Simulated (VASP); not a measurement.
# Mo (Im-3m) in VASP: a series of runs

Runs on Mo. Level: r2SCAN. Tasks: single point, relaxation of cell and atoms.

Everything below comes from runs of VASP 6.6.1. Logs are shortened: lines on timing, memory, paths and dates and some standing lists are left out, and cuts for length are marked.

## (1) The cell of the first run

The structure is cubic, space group Im-3m (No. 229). Conventional cell: a = 3.143 Å, b = 3.143 Å, c = 3.143 Å, α = 90.00°, β = 90.00°, γ = 90.00°. Within 3.6 Å of Mo (site symmetry m-3m) lie 14 Mo at 2.72 to 3.14 Å.

## (2) Single point, r2SCAN

File POSCAR:

```
Mo
1.0
   -1.5713848955      1.5713848955      1.5713848955
    1.5713848955     -1.5713848955      1.5713848955
    1.5713848955      1.5713848955     -1.5713848955
Mo
1
Direct
    0.0000000000      0.0000000000      0.0000000000
```

File INCAR.step1:

```
ALGO = Normal ; EDIFF = 1E-4
ENCUT = 520 ; GGA = PE
ISMEAR = 0 ; LASPH = T
LCHARG = F ; LREAL = F
LWAVE = T ; NBANDS = 13
NELM = 100 ; PREC = Accurate
SIGMA = 0.1
```

File INCAR.step2:

```
ALGO = Normal ; EDIFF = 1E-6
ENCUT = 520 ; ISIF = 2
ISMEAR = 0 ; ISTART = 1
LASPH = T ; LCHARG = F
LMIXTAU = T ; LREAL = F
LWAVE = F ; METAGGA = R2SCAN
NBANDS = 13 ; NELM = 100
PREC = Accurate ; SIGMA = 0.1
```

File KPOINTS:

```
k-points
0
Gamma
  18 18 18
```

Potentials or basis: VASP PAW PBE potentials, release 64 (Mo_sv).

Launch:

```sh
cat potpaw_PBE.64/Mo_sv/POTCAR > POTCAR
cp INCAR.step1 INCAR
mpirun -np 1 vasp_std > vasp.out
cp INCAR.step2 INCAR
mpirun -np 1 vasp_std > vasp.out
```

OUTCAR:

```text
EDIFF = 1E-6
   ENCUT = 520
   ISIF = 2
   ISMEAR = 0
   ISTART = 1
   LASPH = T
   LREAL = F
   METAGGA = R2SCAN
   NELM = 100
   PREC = Accurate

 ion  position               nearest neighbor table
   1  0.000  0.000  0.000-

  LATTYP: Found a body centered cubic cell.
 ALAT       =     3.1427697910

  Lattice vectors:

 A1 = (  -1.5713848955,   1.5713848955,   1.5713848955)
 A2 = (   1.5713848955,  -1.5713848955,   1.5713848955)
 A3 = (   1.5713848955,   1.5713848955,  -1.5713848955)

Analysis of symmetry for initial positions (statically):
=====================================================================
 Subroutine PRICEL returns:
 Original cell was already a primitive cell.

 Routine SETGRP: Setting up the symmetry group for a
 body centered cubic supercell.

 Subroutine GETGRP returns: Found 48 space group operations
 (whereof 48 operations were pure point group operations)
 out of a pool of 48 trial point group operations.

The static configuration has the point symmetry O_h .

Analysis of symmetry for dynamics (positions and initial velocities):
=====================================================================
 Subroutine PRICEL returns:
 Original cell was already a primitive cell.

 Routine SETGRP: Setting up the symmetry group for a
 body centered cubic supercell.

 Subroutine GETGRP returns: Found 48 space group operations
 (whereof 48 operations were pure point group operations)
 out of a pool of 48 trial point group operations.

The dynamic configuration has the point symmetry O_h .

 Subroutine INISYM returns: Found 48 space group operations
 (whereof 48 operations are pure point group operations),
 and found     1 'primitive' translations

----------------------------------------------------------------------------------------

                                     Primitive cell

  volume of cell :      15.5206

  direct lattice vectors                    reciprocal lattice vectors
    -1.571384896  1.571384896  1.571384896     0.000000000  0.318190662  0.318190662
     1.571384896 -1.571384896  1.571384896     0.318190662  0.000000000  0.318190662
     1.571384896  1.571384896 -1.571384896     0.318190662  0.318190662  0.000000000

  length of vectors
     2.721718477  2.721718477  2.721718477     0.449989549  0.449989549  0.449989549

  position of ions in fractional coordinates (direct lattice)
     0.000000000  0.000000000  0.000000000

  ion indices of the primitive-cell ions
   primitive index   ion index
                 1           1

----------------------------------------------------------------------------------------

 KPOINTS: k-points

Automatic generation of k-mesh.
 Grid dimensions read from file:
 generate k-points for:   18   18   18

 Generating k-lattice:

  Cartesian coordinates                     Fractional coordinates (reciprocal lattice)
     0.000000000  0.017677259  0.017677259     0.055555556  0.000000000  0.000000000
     0.017677259  0.000000000  0.017677259     0.000000000  0.055555556  0.000000000
     0.017677259  0.017677259  0.000000000     0.000000000  0.000000000  0.055555556

  Length of vectors
     0.024999419  0.024999419  0.024999419

  Shift w.r.t. Gamma in fractional coordinates (k-lattice)
     0.000000000  0.000000000  0.000000000

 Subroutine IBZKPT returns following result:
 ===========================================

 Found    195 irreducible k-points:

 Following reciprocal coordinates:
            Coordinates               Weight
  0.000000  0.000000  0.000000      1.000000
  0.055556  0.000000  0.000000     12.000000
  0.111111  0.000000  0.000000     12.000000
  0.166667  0.000000  0.000000     12.000000
  0.222222  0.000000  0.000000     12.000000
  0.277778  0.000000  0.000000     12.000000
[... 16 lines left out ...]
  0.333333  0.111111  0.000000     48.000000
  0.388889  0.111111  0.000000     48.000000
 [... further k-points ...]
   k-points           NKPTS =    195   k-points in BZ     NKDIM =    195   number of bands    NBANDS=     13
   number of dos      NEDOS =    301   number of ions     NIONS =      1
   total plane-waves  NPLWV =   8000
   dimension x,y,z NGX =    20 NGY =   20 NGZ =   20
   dimension x,y,z NGXF=    40 NGYF=   40 NGZF=   40
   ions per type =               1
   NGX,Y,Z   is equivalent  to a cutoff of  12.22, 12.22, 12.22 a.u.
   NGXF,Y,Z  is equivalent  to a cutoff of  24.43, 24.43, 24.43 a.u.
 SYSTEM =  unknown system
   PREC   = accura    normal or accurate (medium, high low for compatibility)
   ISTART =      1    job   : 0-new  1-cont  2-samecut
   ICHARG =      0    charge: 1-file 2-atom 10-const
   ISPIN  =      1    spin polarized calculation?
   LNONCOLLINEAR =      F non collinear calculations
   LSORBIT =      F    spin-orbit coupling
   LASPH  =      T    aspherical Exc in radial PAW
   ENCUT  =  520.0 eV  38.22 Ry    6.18 a.u.   5.06  5.06  5.06*2*pi/ulx,y,z
   NELM   =    100;   NELMIN=  2; NELMDL=  0     # of ELM steps
   EDIFF  = 0.1E-05   stopping-criterion for ELM
   LREAL  =      F    real-space projection
   EDIFFG = 0.1E-04   stopping-criterion for IOM
   NSW    =      0    number of steps for IOM
   IBRION =     -1    ionic relax: 0-MD 1-quasi-New 2-CG
   NFREE  =      0    steps in history (QN), initial steepest desc. (CG)
   ISIF   =      2    stress and relaxation
   ISYM   =      2    0-nonsym 1-usesym 2-fastsym
   POTIM  = 0.5000    time-step for ionic-motion
   TEBEG  =    0.0;   TEEND  =   0.0 temperature during run
   PSTRESS=    0.0 pullay stress
   NELECT =      14.0000    total number of electrons
   NUPDOWN=      -1.0000    fix difference up-down
   EMIN   =  10.00;   EMAX   =-10.00  energy-range for DOS
   EFERMI =   0.00;   METHOD = LEGACY
   ISMEAR =     0;   SIGMA  =   0.10  broadening in eV -4-tet -1-fermi 0-gaus
   EFERMI_NEDOS =   21; number of points for ismear=-14 and -15
   IALGO  =     38    algorithm
   IMIX   =      4    mixing-type and parameters
     AMIX     =   0.40;   BMIX     =  1.00
     AMIX_MAG =   1.60;   BMIX_MAG =  1.00
  volume/ion in A,a.u.               =      15.52       104.74
  Fermi-wavevector in a.u.,A,eV,Ry     =   1.581788  2.989146 34.042501  2.502053
  Thomas-Fermi vector in A             =   2.681810
   LORBIT       =      0    0 simple, 1 ext, 2 COOP (PROOUT), +10 PAW based schemes
   METAGGA = R2SCAN    functional components
   LHFCALC =     F    Hartree Fock is set to
   AEXX    =    0.0000 exact exchange contribution
   IVDW    =     0    specifies the selected vdW correction
   LEPSILON=     F    determine dielectric tensor
   LRPA    =     F    only Hartree local field effects (RPA)
 non-spin polarized calculation
 Gauss-broadening in eV      SIGMA  =   0.10
  energy-cutoff  :      520.00
  volume of cell :       15.52
 maximum number of plane-waves:       430
   NGX = 11   NGY = 11   NGZ = 11

 number of electron      14.0000000 magnetization

 Free energy of the ion-electron system (eV)
  ---------------------------------------------------
  ext. energy  EPLUGINS =         0.00000000
  ---------------------------------------------------
  free energy    TOTEN  =       -26.07571497 eV

  energy without entropy =      -26.07295475  energy(sigma->0) =      -26.07433486

 E-fermi :  12.6803     XC(G=0): -14.6822

 val. band max:       12.6715369962   @ k =  -0.3889   0.4444   0.2778
 cond. band min:      12.7035030468   @ k =  -0.1667   0.1667   0.1111
 fundamental gap:      0.0319660506
 Fermi energy:        12.6803289910

 k-point     1 :       0.0000    0.0000    0.0000
  band No.  band energies     occupation
      1     -50.5606      2.00000
      2     -23.0145      2.00000
      3     -23.0145      2.00000
      4     -23.0145      2.00000
      5       4.9800      2.00000
      6      11.2285      2.00000
      7      11.2285      2.00000
      8      11.2286      2.00000
      9      14.5897      0.00000
     10      14.5897      0.00000
     11      28.1707      0.00000
     12      28.1707      0.00000
     13      28.1707      0.00000

 k-point     2 :       0.0556    0.0000    0.0000
  band No.  band energies     occupation
      1     -50.5517      2.00000
      2     -23.0644      2.00000
      3     -23.0297      2.00000
      4     -23.0148      2.00000
      5       5.1255      2.00000
      6      11.1451      2.00000
      7      11.2143      2.00000
      8      11.3640      2.00000
      9      14.4632      0.00000
     10      14.5905      0.00000
     11      28.2805      0.00000
     12      28.4153      0.00000
     13      28.4578      0.00000

 k-point     3 :       0.1111    0.0000    0.0000
  band No.  band energies     occupation
      1     -50.5261      2.00000
      2     -23.2068      2.00000
      3     -23.0734      2.00000
      4     -23.0159      2.00000
      5       5.5406      2.00000
      6      10.9135      2.00000
      7      11.1538      2.00000
      8      11.7646      2.00000
      9      14.1829      0.00000
     10      14.5988      0.00000
     11      28.5429      0.00000
     12      29.1279      0.00000
     13      29.1685      0.00000
[... 305 lines left out ...]
 k-point    23 :       0.3333    0.1111    0.0000
  band No.  band energies     occupation
      1     -50.2842      2.00000
      2     -24.3521      2.00000
      3     -23.4940      2.00000
      4     -23.0919      2.00000
      5       7.6043      2.00000
      6       9.3488      2.00000
      7      11.9842      2.00000
      8      14.2826      0.00000
      9      15.3926      0.00000
     10      17.4099      0.00000
     11      26.0363      0.00000
     12      26.8159      0.00000
     13      31.6191      0.00000

 k-point    24 :       0.3889    0.1111    0.0000
  band No.  band energies     occupation
      1     -50.2591      2.00000
      2     -24.4588      2.00000
      3     -23.5448      2.00000
      4     -23.0941      2.00000
      5       7.4613      2.00000
      6       9.2122      2.00000
      7      12.6509      1.32269
      8      14.4226      0.00000
      9      15.6305      0.00000
     10      18.3227      0.00000
     11      25.0897      0.00000
     12      26.0787      0.00000
     13      30.6552      0.00000

 [... further k-points ...]

------------------------ aborting loop because EDIFF is reached ----------------------------------------

  FORCE on cell =-STRESS in cart. coord.  units (eV):
  Direction    XX          YY          ZZ          XY          YZ          ZX
  --------------------------------------------------------------------------------------
  -------------------------------------------------------------------------------------
  Total        0.3075068      0.3075068      0.3075068     -0.0000000      0.0000000     -0.0000000
  in kB       31.7437007     31.7437007     31.7437007     -0.0000000      0.0000000     -0.0000000
  external PRESSURE =      31.7437007 kB  Pullay stress =       0.0000000 kB

 VOLUME and BASIS-vectors are now :
 -----------------------------------------------------------------------------
  energy-cutoff  :      520.00
  volume of cell :       15.52
      direct lattice vectors                 reciprocal lattice vectors
    -1.571384896  1.571384896  1.571384896     0.000000000  0.318190662  0.318190662
     1.571384896 -1.571384896  1.571384896     0.318190662  0.000000000  0.318190662
     1.571384896  1.571384896 -1.571384896     0.318190662  0.318190662  0.000000000

 POSITION                                       TOTAL-FORCE (eV/Angst)
 -----------------------------------------------------------------------------------
      0.00000      0.00000      0.00000         0.000000     -0.000000     -0.000000
 -----------------------------------------------------------------------------------
    total drift:                                0.000000     -0.000000      0.000000

  FREE ENERGIE OF THE ION-ELECTRON SYSTEM (eV)
  ---------------------------------------------------
  free  energy   TOTEN  =       -26.0757149721 eV

  energy  without entropy=      -26.0729547537  energy(sigma->0) =      -26.07433486
```

Wall time 3.2 min (1 thread of Intel Xeon 8259CL, shared host); peak memory 0.16 GiB.

Results:

```yaml
Free_energy: -26.0757 eV
Pressure: 3.2 GPa
Band_gap_on_the_k_mesh: zero (bands 7 and 8 overlap by 5.62 eV)
```

Levels at points of the mesh, in eV from the Fermi level:
```csv
k point,band 4,band 5,band 6,band 7,band 8,band 9,band 10,band 11
"(0.00, 0.00, 0.00)",-35.69,-7.70,-1.45,-1.45,-1.45,1.91,1.91,15.49
"(0.50, 0.00, 0.00)",-35.71,-5.66,-3.63,1.59,1.89,2.60,4.97,12.34
"(0.50, 0.50, 0.50)",-36.75,-5.72,-5.72,4.17,4.17,4.17,9.52,9.52
```

Caveat: the cell stands under pressure; the PAW data sets were made with another functional, which shifts forces and pressure a little.

[end of part 1 of 2]

The gap in the log of VASP goes by the Fermi energy; the results here count the filled bands.